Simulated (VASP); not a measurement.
Here is a VASP 6.6.1 calculation.

File INCAR:

```
  PREC = Accurate
  ENCUT = 520
  EDIFF = 1E-6
  ISMEAR = -5
  SIGMA = 0.05
  LREAL = F
  LASPH = T
  NELM = 80
  ALGO = Normal
  ISIF = 2
  LWAVE = F
  LCHARG = F
  GGA = CA
  NBANDS = 11
```

File KPOINTS:

```
regular mesh
0
Gamma
  11 11 11
```

POSCAR

```
MgO
1.0
    0.0000000000      2.0686600618      2.0686600618
    2.0686600618      0.0000000000      2.0686600618
    2.0686600618      2.0686600618      0.0000000000
Mg O
1 1
Direct
    0.0000000000      0.0000000000      0.0000000000
    0.5000000000      0.5000000000      0.5000000000
```

Potentials or basis: VASP PAW LDA potentials, release 64 (Mg, O).

Command:

```sh
$ cat potpaw_LDA.64/Mg/POTCAR potpaw_LDA.64/O/POTCAR > POTCAR
$ mpirun -np 1 vasp_std > vasp.out
```

Task: Predict the band gap on the k mesh.

Result: 5.20 eV, direct.

Task: Predict the pressure.

Result: 1.1 GPa.
